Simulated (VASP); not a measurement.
A run of VASP 6.6.1 is set up as follows.

The input INCAR:

```
SYSTEM = Mn
PREC = Accurate
ENCUT = 520
EDIFF = 1E-7
ISMEAR = 0
SIGMA = 0.1
LREAL = .False.
LASPH = .True.
NELM = 80
ALGO = Fast
ISIF = 2
LWAVE = .False.
LCHARG = .False.
GGA = PE
NBANDS = 48
```

The input KPOINTS:

```
regular mesh
0
Gamma
  6 6 6
  0 0 0
```

POSCAR

```
Mn
1.0
    4.8082004006      2.7760157956      0.8587045628
   -4.8082004006      2.7760157956      0.8587045628
    0.0000000000     -5.5520315912      0.8587045629
Mn
6
Direct
    0.4601365873      0.2266286867      0.0556046492
    0.0556046492      0.4601365873      0.2266286867
    0.2266286867      0.0556046492      0.4601365873
    0.5398634127      0.7733713133      0.9443953508
    0.9443953508      0.5398634127      0.7733713133
    0.7733713133      0.9443953508      0.5398634127
```

Potentials or basis: VASP PAW PBE potentials, release 64 (Mn_pv).

Command:

```console
$ cat potpaw_PBE.64/Mn_pv/POTCAR > POTCAR
$ mpirun -np 1 vasp_std > vasp.out
```

Question: Estimate the band gap on the k mesh.

Answer: Zero (bands 39 and 40 overlap by 0.95 eV).

Question: What does it give for the largest force?

Answer: 0.004 eV/Å.

Question: Predict the pressure.

Answer: 0.1 GPa.

Stress tensor (GPa, compression positive):
```
 0.15  0.00  0.00
 0.00  0.15  0.00
 0.00  0.00 -0.07
```

Caveat: the k points lie up to 0.43 Å⁻¹ apart, too coarse for converged energies and pressures of a metal; the run has no spin polarisation, though such a crystal can be magnetic. Spin polarisation is off, so any magnetic state and its effect on volume and gap are missing.
